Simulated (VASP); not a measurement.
# Si (a cell with a defect) in VASP: single point with LDA

Aim: the single point of Si (a cell with a defect) with LDA.

Program: VASP 6.6.1. These are calculated values, not measurements. Logs are shortened: lines on timing, memory, paths and dates and some standing lists are left out, and cuts for length are marked.

## 1. The cell of the first run

The cell holds a defect, 17 atoms: a = 7.679 Å, b = 7.679 Å, c = 7.679 Å, α = 60.00°, β = 60.00°, γ = 60.00°.

## 2. Single point, LDA

INCAR reads:

```
SYSTEM = Si
ALGO = Normal
EDIFF = 1E-6
ENCUT = 520
GGA = CA
ISIF = 2
ISMEAR = -1
LASPH = .TRUE.
LCHARG = .FALSE.
LREAL = Auto
LWAVE = .FALSE.
NBANDS = 48
NELM = 100
PREC = Accurate
SIGMA = 0.05
```

KPOINTS reads:

```
k-points
0
G
  2 2 2
  0 0 0
```

POSCAR reads:

```
Si
1.0
    0.0000000000      5.4300000000      5.4300000000
    5.4300000000      0.0000000000      5.4300000000
    5.4300000000      5.4300000000      0.0000000000
Si
17
Direct
   -0.0024355492     -0.0037163469      0.0033715091
    0.1235647980      0.1227188352      0.1309412519
   -0.0001603779      0.0001718012      0.4997698110
    0.1231586084      0.1224811164      0.6232056689
   -0.0024841838      0.5027138681      0.0033460835
    0.1271542249      0.6238146115      0.1250671440
   -0.0026751601      0.5026219512      0.4973707775
    0.1231563772      0.6310940359      0.6232016279
    0.5036635352     -0.0036817566      0.0037122486
    0.6251273241      0.1258150715      0.1252323165
    0.5033218100     -0.0037558940      0.4976644589
    0.6309954062      0.1226825631      0.6235831372
    0.5006766953      0.4992195488      0.0007714739
    0.6250815451      0.6238335344      0.1251716399
    0.5032988839      0.5027032564      0.4976002145
    0.6250246106      0.6237837449      0.6272448461
    0.2499303520      0.2500673590      0.7498591906
```

Potentials or basis: VASP PAW LDA potentials, release 64 (Si).

Launch:

```console
> cat potpaw_LDA.64/Si/POTCAR > POTCAR
> mpirun -np 1 vasp_std > vasp.out
```

OUTCAR:

```text
SYSTEM = Si
   EDIFF = 1E-6
   ENCUT = 520
   GGA = CA
   ISIF = 2
   ISMEAR = -1
   LASPH = .TRUE.
   LREAL = Auto
   NELM = 100
   PREC = Accurate

 ion  position               nearest neighbor table
   1  0.998  0.996  0.003-  10 2.34   6 2.34   2 2.38   4 2.38  17 2.75
   2  0.124  0.123  0.131-   3 2.31   5 2.38   1 2.38   9 2.38  17 2.39
   3  1.000  0.000  0.500-   2 2.31  12 2.31   4 2.31   8 2.31
   4  0.123  0.122  0.623-   3 2.31   7 2.38  11 2.38   1 2.38  17 2.39
   5  0.998  0.503  0.003-  14 2.34   6 2.34   2 2.38   8 2.38  17 2.75
   6  0.127  0.624  0.125-   7 2.33   5 2.34   1 2.34  13 2.34
   7  0.997  0.503  0.497-  16 2.33   6 2.33   8 2.38   4 2.38  17 2.74
   8  0.123  0.631  0.623-   3 2.31   7 2.38  15 2.38   5 2.38  17 2.39
   9  0.504  0.996  0.004-  10 2.34  14 2.34   2 2.38  12 2.38  17 2.76
  10  0.625  0.126  0.125-  11 2.34   1 2.34   9 2.34  13 2.34
  11  0.503  0.996  0.498-  10 2.34  16 2.34  12 2.38   4 2.38  17 2.75
  12  0.631  0.123  0.624-   3 2.31  15 2.38  11 2.38   9 2.38  17 2.39
  13  0.501  0.499  0.001-  10 2.34  14 2.34   6 2.34  16 2.34
  14  0.625  0.624  0.125-  15 2.34   5 2.34   9 2.34  13 2.34
  15  0.503  0.503  0.498-  14 2.34  16 2.34  12 2.38   8 2.38  17 2.75
  16  0.625  0.624  0.627-   7 2.33  15 2.34  11 2.34  13 2.34
  17  0.250  0.250  0.750-   4 2.39   8 2.39  12 2.39   2 2.39   7 2.74  15 2.75  11 2.75   5 2.75
                             1 2.75   9 2.76

  LATTYP: Found a face centered cubic cell.
 ALAT       =    10.8600000000

  Lattice vectors:

 A1 = (   0.0000000000,   5.4300000000,   5.4300000000)
 A2 = (   5.4300000000,   0.0000000000,   5.4300000000)
 A3 = (   5.4300000000,   5.4300000000,   0.0000000000)

Analysis of symmetry for initial positions (statically):
=====================================================================
 Subroutine PRICEL returns:
 Original cell was already a primitive cell.

 Routine SETGRP: Setting up the symmetry group for a
 face centered cubic supercell.

 Subroutine GETGRP returns: Found  1 space group operations
 (whereof  1 operations were pure point group operations)
 out of a pool of 48 trial point group operations.

The static configuration has the point symmetry C_1 .

Analysis of symmetry for dynamics (positions and initial velocities):
=====================================================================
 Subroutine PRICEL returns:
 Original cell was already a primitive cell.

 Routine SETGRP: Setting up the symmetry group for a
 face centered cubic supercell.

 Subroutine GETGRP returns: Found  1 space group operations
 (whereof  1 operations were pure point group operations)
 out of a pool of 48 trial point group operations.

The dynamic configuration has the point symmetry C_1 .

 Subroutine INISYM returns: Found  1 space group operations
 (whereof  1 operations are pure point group operations),
 and found     1 'primitive' translations

----------------------------------------------------------------------------------------

                                     Primitive cell

  volume of cell :     320.2060

  direct lattice vectors                    reciprocal lattice vectors
     0.000000000  5.430000000  5.430000000    -0.092081031  0.092081031  0.092081031
     5.430000000  0.000000000  5.430000000     0.092081031 -0.092081031  0.092081031
     5.430000000  5.430000000  0.000000000     0.092081031  0.092081031 -0.092081031

  length of vectors
     7.679179644  7.679179644  7.679179644     0.159489025  0.159489025  0.159489025

  position of ions in fractional coordinates (direct lattice)
     0.997564451  0.996283653  0.003371509
     0.123564798  0.122718835  0.130941252
     0.999839622  0.000171801  0.499769811
     0.123158608  0.122481116  0.623205669
     0.997515816  0.502713868  0.003346083
     0.127154225  0.623814612  0.125067144
[... 9 lines left out ...]
     0.625024611  0.623783745  0.627244846
     0.249930352  0.250067359  0.749859191

  ion indices of the primitive-cell ions
   primitive index   ion index
                 1           1
                 2           2
                 3           3
                 4           4
                 5           5
                 6           6
[... 9 lines left out ...]
                16          16
                17          17

----------------------------------------------------------------------------------------

 KPOINTS: k-points

Automatic generation of k-mesh.
 Grid dimensions read from file:
 generate k-points for:    2    2    2

 Generating k-lattice:

  Cartesian coordinates                     Fractional coordinates (reciprocal lattice)
    -0.046040516  0.046040516  0.046040516     0.500000000  0.000000000  0.000000000
     0.046040516 -0.046040516  0.046040516     0.000000000  0.500000000  0.000000000
     0.046040516  0.046040516 -0.046040516     0.000000000  0.000000000  0.500000000

  Length of vectors
     0.079744512  0.079744512  0.079744512

  Shift w.r.t. Gamma in fractional coordinates (k-lattice)
     0.000000000  0.000000000  0.000000000

 Subroutine IBZKPT returns following result:
 ===========================================

 Found      8 irreducible k-points:

 Following reciprocal coordinates:
            Coordinates               Weight
  0.000000  0.000000  0.000000      1.000000
  0.500000  0.000000  0.000000      1.000000
  0.000000  0.500000  0.000000      1.000000
  0.000000  0.000000  0.500000      1.000000
  0.500000  0.500000  0.500000      1.000000
  0.500000  0.500000  0.000000      1.000000
  0.000000  0.500000  0.500000      1.000000
  0.500000  0.000000  0.500000      1.000000
   k-points           NKPTS =      8   k-points in BZ     NKDIM =      8   number of bands    NBANDS=     48
   number of dos      NEDOS =    301   number of ions     NIONS =     17
   total plane-waves  NPLWV = 216000
   dimension x,y,z NGX =    60 NGY =   60 NGZ =   60
   dimension x,y,z NGXF=   120 NGYF=  120 NGZF=  120
   ions per type =              17
   NGX,Y,Z   is equivalent  to a cutoff of  12.99, 12.99, 12.99 a.u.
   NGXF,Y,Z  is equivalent  to a cutoff of  25.98, 25.98, 25.98 a.u.
 SYSTEM =  Si
   PREC   = accura    normal or accurate (medium, high low for compatibility)
   ISTART =      0    job   : 0-new  1-cont  2-samecut
   ICHARG =      2    charge: 1-file 2-atom 10-const
   ISPIN  =      1    spin polarized calculation?
   LNONCOLLINEAR =      F non collinear calculations
   LSORBIT =      F    spin-orbit coupling
   LASPH  =      T    aspherical Exc in radial PAW
   ENCUT  =  520.0 eV  38.22 Ry    6.18 a.u.  14.28 14.28 14.28*2*pi/ulx,y,z
   NELM   =    100;   NELMIN=  2; NELMDL= -5     # of ELM steps
   EDIFF  = 0.1E-05   stopping-criterion for ELM
   LREAL  =      T    real-space projection
   EDIFFG = 0.1E-04   stopping-criterion for IOM
   NSW    =      0    number of steps for IOM
   IBRION =     -1    ionic relax: 0-MD 1-quasi-New 2-CG
   NFREE  =      0    steps in history (QN), initial steepest desc. (CG)
   ISIF   =      2    stress and relaxation
   ISYM   =      2    0-nonsym 1-usesym 2-fastsym
   POTIM  = 0.5000    time-step for ionic-motion
   TEBEG  =    0.0;   TEEND  =   0.0 temperature during run
   PSTRESS=    0.0 pullay stress
   NELECT =      68.0000    total number of electrons
   NUPDOWN=      -1.0000    fix difference up-down
   EMIN   =  10.00;   EMAX   =-10.00  energy-range for DOS
   EFERMI =   0.00;   METHOD = LEGACY
   ISMEAR =    -1;   SIGMA  =   0.05  broadening in eV -4-tet -1-fermi 0-gaus
   EFERMI_NEDOS =   21; number of points for ismear=-14 and -15
   IALGO  =     38    algorithm
   IMIX   =      4    mixing-type and parameters
     AMIX     =   0.40;   BMIX     =  1.00
     AMIX_MAG =   1.60;   BMIX_MAG =  1.00
  volume/ion in A,a.u.               =      18.84       127.11
  Fermi-wavevector in a.u.,A,eV,Ry     =   0.976715  1.845724 12.979587  0.953973
  Thomas-Fermi vector in A             =   2.107356
   LORBIT       =      0    0 simple, 1 ext, 2 COOP (PROOUT), +10 PAW based schemes
   GGA     = CA    functional components
   LHFCALC =     F    Hartree Fock is set to
   AEXX    =    0.0000 exact exchange contribution
   IVDW    =     0    specifies the selected vdW correction
   LEPSILON=     F    determine dielectric tensor
   LRPA    =     F    only Hartree local field effects (RPA)
 non-spin polarized calculation
  energy-cutoff  :      520.00
  volume of cell :      320.21
 maximum number of plane-waves:      8646
 NGX is ok and might be reduce to    60
   NGX = 29   NGY = 29   NGZ = 29

 number of electron      68.0000001 magnetization

 Free energy of the ion-electron system (eV)
  ---------------------------------------------------
  ext. energy  EPLUGINS =         0.00000000
  ---------------------------------------------------
  free energy    TOTEN  =       -97.57714332 eV

  energy without entropy =      -97.54056593  energy(sigma->0) =      -97.55885462

 E-fermi :   6.7560     XC(G=0):  -9.8498

 val. band max:        6.5690574926   @ k =   0.0000   0.0000   0.0000
 cond. band min:       6.8069701585   @ k =   0.5000   0.0000   0.5000
 fundamental gap:      0.2379126660
 Fermi energy:         6.7560034082

 k-point     1 :       0.0000    0.0000    0.0000
  band No.  band energies     occupation
      1      -6.3636      2.00000
      2      -3.8202      2.00000
      3      -3.6714      2.00000
      4      -3.6703      2.00000
      5      -3.6700      2.00000
      6      -2.8508      2.00000
[... 38 lines left out ...]
     45       8.0045      0.00000
     46       8.9673      0.00000

 k-point     2 :       0.5000    0.0000    0.0000
  band No.  band energies     occupation
      1      -5.9638      2.00000
      2      -4.9986      2.00000
      3      -3.6174      2.00000
      4      -3.4747      2.00000
      5      -3.4721      2.00000
      6      -2.9947      2.00000
[... 286 lines left out ...]
 k-point     8 :       0.5000    0.0000    0.5000
  band No.  band energies     occupation
      1      -5.8312      2.00000
      2      -4.7678      2.00000
      3      -4.0326      2.00000
      4      -3.9239      2.00000
      5      -3.9231      2.00000
      6      -3.6715      2.00000
[... 38 lines left out ...]
     45      10.0144      0.00000
     46      10.0218      0.00000
 [bands above 46 left out]

------------------------ aborting loop because EDIFF is reached ----------------------------------------

  FORCE on cell =-STRESS in cart. coord.  units (eV):
  Direction    XX          YY          ZZ          XY          YZ          ZX
  --------------------------------------------------------------------------------------
  -------------------------------------------------------------------------------------
  Total        3.4134604      3.4185470      3.4145931     -0.0005259      0.0022731     -0.0059561
  in kB       17.0795322     17.1049834     17.0851998     -0.0026315      0.0113736     -0.0298018
  external PRESSURE =      17.0899051 kB  Pullay stress =       0.0000000 kB

 VOLUME and BASIS-vectors are now :
 -----------------------------------------------------------------------------
  energy-cutoff  :      520.00
  volume of cell :      320.21
      direct lattice vectors                 reciprocal lattice vectors
     0.000000000  5.430000000  5.430000000    -0.092081031  0.092081031  0.092081031
     5.430000000  0.000000000  5.430000000     0.092081031 -0.092081031  0.092081031
     5.430000000  5.430000000  0.000000000     0.092081031  0.092081031 -0.092081031

 POSITION                                       TOTAL-FORCE (eV/Angst)
 -----------------------------------------------------------------------------------
      5.42813      5.43508     10.82660         0.000167     -0.002194      0.000003
      1.37737      1.38197      1.33732        -0.004685      0.006272      0.003877
      2.71468      8.14288      5.43006         0.000473      0.015830     -0.000944
      4.04908      4.05276      1.33382        -0.003442      0.003786     -0.003965
      2.74791      5.43468      8.14625         0.000574     -0.000994     -0.000353
      4.06643      1.36956      4.07776        -0.009096     -0.002476      0.010433
[... 9 lines left out ...]
      6.79309      6.79982      6.78103         0.010897     -0.001886     -0.009103
      5.42960      5.42886      2.71499         0.000493      0.005575     -0.000271
 -----------------------------------------------------------------------------------
    total drift:                               -0.000454     -0.003219      0.000460

  FREE ENERGIE OF THE ION-ELECTRON SYSTEM (eV)
  ---------------------------------------------------
  free  energy   TOTEN  =       -97.5771433171 eV

  energy  without entropy=      -97.5405659287  energy(sigma->0) =      -97.55885462
```

It took 4.1 min on 1 thread of AMD EPYC 9R45 (Zen 5), shared host; peak memory 0.33 GiB.

Results:

* Free energy: -97.5771 eV
* Pressure: 1.7 GPa
* Largest force: 0.016 eV/Å
* Band gap on the k mesh: zero (band 34 reaches 6.81 eV, above the bottom of band 35 at 6.57 eV)

Forces in eV/Å, atoms in the order of the input:
```
Si   0.000 -0.002  0.000
Si  -0.005  0.006  0.004
Si   0.000  0.016 -0.001
Si  -0.003  0.004 -0.004
Si   0.001 -0.001  0.000
Si  -0.009 -0.002  0.010
Si   0.000  0.004 -0.001
Si   0.004  0.003  0.003
Si  -0.001 -0.010  0.000
Si  -0.005 -0.008 -0.004
Si   0.000 -0.002  0.001
Si   0.004  0.007 -0.005
Si   0.000 -0.007  0.001
Si   0.003 -0.008  0.004
Si  -0.001 -0.001  0.001
Si   0.011 -0.002 -0.009
Si   0.000  0.006  0.000
```

Levels at points of the mesh, in eV from the Fermi level:
```tsv
k point	band 32	band 33	band 34	band 35	band 36	band 37
(0.00, 0.00, 0.00)	-0.73	-0.73	-0.19	-0.19	-0.19	0.09
(0.50, 0.00, 0.00)	-1.33	-1.32	-0.31	0.57	0.57	0.91
(0.00, 0.50, 0.00)	-1.33	-1.32	-0.31	0.57	0.57	0.91
(0.00, 0.00, 0.50)	-1.33	-1.32	-0.31	0.57	0.57	0.91
(0.50, 0.50, 0.50)	-1.33	-1.32	-0.31	0.57	0.57	0.91
(0.50, 0.50, 0.00)	-1.78	-0.94	0.05	0.76	1.07	1.07
(0.00, 0.50, 0.50)	-1.78	-0.94	0.05	0.76	1.07	1.07
(0.50, 0.00, 0.50)	-1.78	-0.94	0.05	0.76	1.06	1.07
```

Caveat: the k points lie up to 0.50 Å⁻¹ apart.
